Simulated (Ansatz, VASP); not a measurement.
**One calculation of YZr, two programs**

INCAR

```
SYSTEM = YZr
  ALGO = Normal
  EDIFF = 1E-6
  ENCUT = 500
  GGA_COMPAT = .FALSE.
  ISIF = 2
  ISMEAR = 1
  LASPH = .TRUE.
  LCHARG = .TRUE.
  LELF = .TRUE.
  LREAL = .FALSE.
  LVHAR = .TRUE.
  LWAVE = .FALSE.
  NBANDS = 18
  NELM = 120
  PREC = Accurate
  SIGMA = 0.15
```

Contents of KPOINTS:

```
k-points
0
G
  9 9 5
  0 0 0
```

The input POSCAR:

```
YZr
1.0
    3.4235830000      0.0000000000      0.0000000000
   -1.7117915000      2.9649098500      0.0000000000
    0.0000000000      0.0000000000      5.4025870000
Y Zr
1 1
Direct
    0.6666666667      0.3333333333      0.5000000000
    0.3333333333      0.6666666667      0.0000000000
```

Input for Ansatz:

```yaml
crystal:
  lattice:
    a: 3.423583
    b: 3.423583
    c: 5.402587
    alpha: 90.0
    beta: 90.0
    gamma: 120.0
  space_group: 187
  atoms:
    - { symbol: "Y", position: [0.6666666666666666, 0.3333333333333333, 0.5] }
    - { symbol: Zr, position: [0.3333333333333333, 0.6666666666666666, 0.0] }
kpoints:
  mp_grid:
    grid: [9, 9, 5]
hamiltonian:
  xc: lda
scf:
  convergence:
    dr2_threshold: 1.0e-07
  occupations:
    method: cold
    width: 0.15
output:
  forces: true
  stress: true
```

Alike in both runs: task single point; functional LDA; k mesh 9 × 9 × 5; no spin polarisation.

|  | VASP | Ansatz |
| --- | --- | --- |
| version | VASP 6.6.1 | Ansatz 0.2.0 |
| potentials or method | VASP PAW LDA potentials, release 64 (Y_sv, Zr_sv) | plane waves, PAW |
| plane-wave cutoff (eV) | 500 | 420 |
| occupations | methfessel-paxton of order 1, width 0.15 eV | cold, width 0.15 eV |
| valence electrons in the cell | 23 | 23 |

Ansatz gave:

- pressure (GPa): -5.3
- traceless stress, the component that is largest in VASP (GPa): -0.24

**Question.** Which values does VASP return?

**Answer.** Pressure (GPa): -5.3; traceless stress, the component that is largest in VASP (GPa): -0.21.

LDA's correlation is that of Perdew and Zunger in VASP and of Perdew and Wang (1992) in Ansatz. Ansatz's warnings: stress scf threshold loose.
